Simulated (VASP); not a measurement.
Here is a VASP 6.6.1 calculation.

File INCAR:

```
  PREC = Accurate
  ENCUT = 520
  EDIFF = 1E-6
  ISMEAR = 0
  SIGMA = 0.15
  LREAL = False
  LASPH = True
  NELM = 60
  ALGO = Normal
  ISIF = 2
  LWAVE = False
  LCHARG = False
  NBANDS = 14
```

KPOINTS

```
regular mesh
0
Gamma
  16 16 16
```

File POSCAR:

```
ZrB
1.0
    0.0000000000      2.4153850465      2.6810774016
    2.5281835282      0.0000000000      2.6810774016
    2.5281835282      2.4153850465      0.0000000000
Zr B
1 1
Direct
    0.0000000000      0.0000000000      0.0000000000
    0.5000000000      0.5000000000      0.5000000000
```

Potentials or basis: VASP PAW LDA potentials, release 64 (Zr_sv, B).

Run with:

```bash
$ cat potpaw_LDA.64/Zr_sv/POTCAR potpaw_LDA.64/B/POTCAR > POTCAR
$ mpirun -np 1 vasp_std > vasp.out
```

(1) Predict the band gap on the k mesh.

(2) Predict the pressure.

Results:

(1) zero (an odd number of electrons rules out a gap without spin polarisation).

(2) -17.8 GPa.

Caveat: the cell differs from its parent crystal (normal strain along x +0.0467, normal strain along z +0.1100); the cell stands under tension.
